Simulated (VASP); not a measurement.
# MgO in VASP: a series of runs, part 3 of 3

VASP 6.6.1.

## (7) Single point, HSE06 (uniaxial x strain -4.0%)

Contents of POSCAR:

```
MgO
1.0
    2.5173658230      0.0000000000      0.0000000000
    0.0000000000      2.6233491278      0.0000000000
    0.0000000000      0.0000000000      2.6233491278
Mg O
1 1
Direct
    0.0000000000      0.0000000000      0.0000000000
    0.5000000000      0.5000000000      0.5000000000
```

Contents of INCAR.step1:

```
PREC = Accurate
ENCUT = 520
EDIFF = 1E-5
ISMEAR = 0
SIGMA = 0.01
LREAL = F
LASPH = T
NELM = 100
ALGO = Normal
ISIF = 2
LWAVE = T
LCHARG = F
GGA = PE
NBANDS = 11
```

Contents of INCAR.step2:

```
PREC = Accurate
ENCUT = 520
EDIFF = 1E-7
ISMEAR = 0
SIGMA = 0.01
LREAL = F
LASPH = T
NELM = 100
ALGO = Normal
ISIF = 2
LWAVE = F
LCHARG = F
GGA = PE
LHFCALC = T
HFSCREEN = 0.2079
PRECFOCK = Normal
ISTART = 1
NBANDS = 11
```

Contents of KPOINTS:

```
regular mesh
0
Gamma
  6 6 6
```

Potentials or basis: VASP PAW PBE potentials, release 64 (Mg, O).

The run is started by

```sh
$ cat potpaw_PBE.64/Mg/POTCAR potpaw_PBE.64/O/POTCAR > POTCAR
$ cp INCAR.step1 INCAR
$ mpirun -np 1 vasp_std > vasp.out
$ cp INCAR.step2 INCAR
$ mpirun -np 1 vasp_std > vasp.out
```

OUTCAR:

```text
PREC = Accurate
   ENCUT = 520
   EDIFF = 1E-7
   ISMEAR = 0
   LREAL = F
   LASPH = T
   NELM = 100
   ISIF = 2
   GGA = PE
   LHFCALC = T
   HFSCREEN = 0.2079
   PRECFOCK = Normal
   ISTART = 1

 ion  position               nearest neighbor table
   1  0.000  0.000  0.000-   2 2.24   2 2.24   2 2.24   2 2.24   2 2.24   2 2.24   2 2.24   2 2.24

   2  0.500  0.500  0.500-   1 2.24   1 2.24   1 2.24   1 2.24   1 2.24   1 2.24   1 2.24   1 2.24

  LATTYP: Found a simple tetragonal cell.
 ALAT       =     2.6233491278
 C/A-ratio  =     0.9596000000

  Lattice vectors:

 A1 = (   0.0000000000,   2.6233491278,   0.0000000000)
 A2 = (   0.0000000000,   0.0000000000,   2.6233491278)
 A3 = (   2.5173658230,   0.0000000000,   0.0000000000)

Analysis of symmetry for initial positions (statically):
=====================================================================
 Subroutine PRICEL returns:
 Original cell was already a primitive cell.

 Routine SETGRP: Setting up the symmetry group for a
 simple tetragonal supercell.

 Subroutine GETGRP returns: Found 16 space group operations
 (whereof 16 operations were pure point group operations)
 out of a pool of 16 trial point group operations.

The static configuration has the point symmetry D_4h.

Analysis of symmetry for dynamics (positions and initial velocities):
=====================================================================
 Subroutine PRICEL returns:
 Original cell was already a primitive cell.

 Routine SETGRP: Setting up the symmetry group for a
 simple tetragonal supercell.

 Subroutine GETGRP returns: Found 16 space group operations
 (whereof 16 operations were pure point group operations)
 out of a pool of 16 trial point group operations.

The dynamic configuration has the point symmetry D_4h.

[... 124 lines left out ...]
   LHFCALC =     T    Hartree Fock is set to
   PRECFOCK=normal    Normal, Fast or Accurate (Low or Medium for compatibility)
   ENCUT4O =  -1.0   cutoff for four orbital integrals eV
   NKREDX  =     1    reduce k-point grid by
   NKREDY  =     1    reduce k-point grid by
   NKREDZ  =     1    reduce k-point grid by
   AEXX    =    0.2500 exact exchange contribution
   HFSCREEN=    0.2079 screening length (either q_TF or 0.3 A-1)
   HFSCREENC=   0.2079 screening length for correlation (either q_TF or 0.3 A-1)
   ENCUTFOCK=  -1.0 apply spherical cutoff to Coloumb kernel
   IVDW    =     0    specifies the selected vdW correction
   LEPSILON=     F    determine dielectric tensor
   LRPA    =     F    only Hartree local field effects (RPA)
 non-spin polarized calculation
 Gauss-broadening in eV      SIGMA  =   0.01
  energy-cutoff  :      520.00
  volume of cell :       17.32
 maximum number of plane-waves:       480
 NGX is ok and might be reduce to    20
  NGX = 16; NGY = 16; NGZ = 16

 number of electron       7.9999999 magnetization

 Free energy of the ion-electron system (eV)
  ---------------------------------------------------
  ext. energy  EPLUGINS =         0.00000000
  ---------------------------------------------------
  free energy    TOTEN  =       -12.54700493 eV

  energy without entropy =      -12.54700493  energy(sigma->0) =      -12.54700493

 E-fermi :   4.7939     XC(G=0):  -9.4773

 val. band max:        4.6803078579   @ k =   0.0000   0.5000   0.5000
 cond. band min:       8.9025216949   @ k =   0.0000   0.0000   0.0000
 fundamental gap:      4.2222138370
 Fermi energy:         4.7938603724

 k-point     1 :       0.0000    0.0000    0.0000
  band No.  band energies     occupation
      1     -16.1664      2.00000
      2       3.0313      2.00000
      3       3.0313      2.00000
      4       3.6911      2.00000
      5       8.9025      0.00000
      6      16.2516      0.00000
      7      17.1658      0.00000
      8      27.4865      0.00000
      9      27.4865      0.00000
     10      28.7982      0.00000
     11      33.7637      0.00000
[... 309 lines left out ...]
 k-point    24 :       0.5000    0.3333    0.1667
  band No.  band energies     occupation
      1     -13.7256      2.00000
      2      -1.2032      2.00000
      3       0.3544      2.00000
      4       2.9088      2.00000
      5      13.1449      0.00000
      6      16.8168      0.00000
      7      17.3852      0.00000
      8      22.2679      0.00000
      9      25.4748      0.00000
     10      26.0540      0.00000
     11      30.4575      0.00000

 [... further k-points ...]
[... 5 lines left out ...]
  --------------------------------------------------------------------------------------
  -------------------------------------------------------------------------------------
  Total        2.8867935     -0.4464698     -0.4464698      0.0000000      0.0000000      0.0000000
  in kB      266.9732754    -41.2899264    -41.2899264      0.0000000      0.0000000      0.0000000
  external PRESSURE =      61.4644742 kB  Pullay stress =       0.0000000 kB

 VOLUME and BASIS-vectors are now :
 -----------------------------------------------------------------------------
  energy-cutoff  :      520.00
  volume of cell :       17.32
      direct lattice vectors                 reciprocal lattice vectors
     2.517365823  0.000000000  0.000000000     0.397240636  0.000000000  0.000000000
     0.000000000  2.623349128  0.000000000     0.000000000  0.381192114  0.000000000
     0.000000000  0.000000000  2.623349128     0.000000000  0.000000000  0.381192114

 POSITION                                       TOTAL-FORCE (eV/Angst)
 -----------------------------------------------------------------------------------
      0.00000      0.00000      0.00000         0.000000      0.000000      0.000000
      1.25868      1.31167      1.31167         0.000000      0.000000      0.000000
 -----------------------------------------------------------------------------------
    total drift:                                0.000000     -0.000000      0.000000

  FREE ENERGIE OF THE ION-ELECTRON SYSTEM (eV)
  ---------------------------------------------------
  free  energy   TOTEN  =       -12.5470049349 eV

  energy  without entropy=      -12.5470049349  energy(sigma->0) =      -12.54700493
```

It took 11 min on 1 thread of Intel Xeon Platinum 8488C (Sapphire Rapids), shared host; peak memory 0.24 GiB.

What came out:

| Property | Result |
| --- | --- |
| Free energy | -12.5470 eV |
| Pressure | 6.1 GPa |
| Band gap on the k mesh | 4.22 eV, indirect (least direct gap 5.21 eV) |

Caveat: the cell differs from its parent crystal (uniaxial x strain -4.0%); the PAW data sets were made with another functional, which shifts forces and pressure a little. A k mesh can miss the band edges.

## (8) The runs side by side

```tsv
level	cell	k mesh	smearing	grid for exact exchange (PRECFOCK)	screening parameter	gap on the mesh (eV)	pressure (GPa)
PBE	a = 2.573 Å, angles 92.3°, 2 atoms	10 × 10 × 10	fermi-dirac 0.02 eV	-	-	3.25	17.3
PBE	a = 2.517, b = 2.623, c = 2.623 Å, 2 atoms	10 × 10 × 10	fermi-dirac 0.02 eV	-	-	2.65	13.1
r2SCAN	a = 2.573 Å, angles 92.3°, 2 atoms	10 × 10 × 10	gaussian 0.01 eV	-	-	4.10	10.2
r2SCAN	a = 2.517, b = 2.623, c = 2.623 Å, 2 atoms	10 × 10 × 10	gaussian 0.01 eV	-	-	3.49	6.1
HSE06	a = 2.573 Å, angles 92.3°, 2 atoms	6 × 6 × 6	gaussian 0.01 eV	Normal	0.2079 1/Å	4.83	10.3
HSE06	a = 2.517, b = 2.623, c = 2.623 Å, 2 atoms	6 × 6 × 6	gaussian 0.01 eV	Normal	0.2079 1/Å	4.22	6.1
```

Alike in all rows: task single point; potentials or basis VASP PAW PBE potentials, release 64 (Mg, O); no spin polarisation; cutoff (eV) 520.

Caveats: the PAW data sets were made with another functional, which shifts forces and pressure a little (some runs).

Total energies depend on the potentials used, so only differences within one code and one set of settings carry meaning.
